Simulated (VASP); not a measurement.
Runs of VASP 6.6.1 on CaSe. The structure is that of space group Pm-3m (No. 221), or close to it. The cells are those of the table. 

| level | cell | k mesh | smearing | grid for exact exchange (PRECFOCK) | screening parameter | gap on the mesh (eV) | pressure (GPa) |
| --- | --- | --- | --- | --- | --- | --- | --- |
| PBE | a = 3.830 Å, 2 atoms | 8 × 8 × 8 | fermi-dirac 0.02 eV | - | - | 0.95 | (a) |
| r2SCAN | a = 3.631 Å, angles 90.1°, 2 atoms | 8 × 8 × 8 | gaussian 0.01 eV | - | - | 1.24 | (d) |
| PBE | a = 3.631 Å, angles 90.1°, 2 atoms | 8 × 8 × 8 | fermi-dirac 0.02 eV | - | - | (b) | 1.0 |
| HSE06 | a = 3.631 Å, angles 90.1°, 2 atoms | 6 × 6 × 6 | gaussian 0.01 eV | Normal | 0.2079 1/Å | 1.55 | 0.3 |
| HSE06 | a = 3.622, b = 3.622, c = 3.635 Å, 2 atoms | 6 × 6 × 6 | gaussian 0.01 eV | Normal | 0.2079 1/Å | 1.53 | (c) |
| r2SCAN | a = 3.622, b = 3.622, c = 3.635 Å, 2 atoms | 8 × 8 × 8 | gaussian 0.01 eV | - | - | 1.22 | 0.6 |
| r2SCAN | a = 3.830 Å, 2 atoms | 8 × 8 × 8 | gaussian 0.01 eV | - | - | 1.43 | -6.2 |
| PBE | a = 3.622, b = 3.622, c = 3.635 Å, 2 atoms | 8 × 8 × 8 | fermi-dirac 0.02 eV | - | - | 0.74 | 1.2 |

Alike in all rows: task single point; potentials or basis VASP PAW PBE potentials, release 64 (Ca_sv, Se); no spin polarisation; cutoff (eV) 520.

Q: Fill in the values left out.

A: (a) -5.3; (b) 0.76; (c) 0.5; (d) 0.4.

Caveats: the PAW data sets were made with another functional, which shifts forces and pressure a little (some runs).

A k mesh can miss the band edges, and the runs leave out spin-orbit coupling on Se.
